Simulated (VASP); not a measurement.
Here is a VASP 6.6.1 calculation.

Contents of INCAR:

```
SYSTEM = CdSe
  PREC = Accurate
  ENCUT = 520
  EDIFF = 1E-6
  ISMEAR = 0
  SIGMA = 0.1
  LREAL = .False.
  LASPH = .True.
  NELM = 100
  ALGO = Normal
  ISIF = 2
  LWAVE = .False.
  LCHARG = .True.
  GGA = PS
  IVDW = 12
  LELF = .True.
  LVHAR = .True.
  NBANDS = 16
```

Contents of KPOINTS:

```
Automatic mesh
0
Gamma
  8 8 8
  0 0 0
```

File POSCAR:

```
CdSe
1.0
    0.0000000000      3.0287759606      3.0287759606
    3.0287759606      0.0000000000      3.0287759606
    3.0287759606      3.0287759606      0.0000000000
Cd Se
1 1
Direct
    0.0000000000      0.0000000000      0.0000000000
    0.2500000000      0.2500000000      0.2500000000
```

Potentials or basis: VASP PAW PBE potentials, release 64 (Cd, Se).

The run is started by

```sh
$ cat potpaw_PBE.64/Cd/POTCAR potpaw_PBE.64/Se/POTCAR > POTCAR
$ mpirun -np 1 vasp_std > vasp.out
```

Q: What does it give for the pressure?

A: -0.7 GPa.

Q: Predict the dispersion energy per atom.

A: -0.299 eV.

Q: What does it give for the band gap on the k mesh?

A: 0.51 eV, direct.

Caveat: three body term missing; the PAW data sets were made with another functional, which shifts forces and pressure a little.
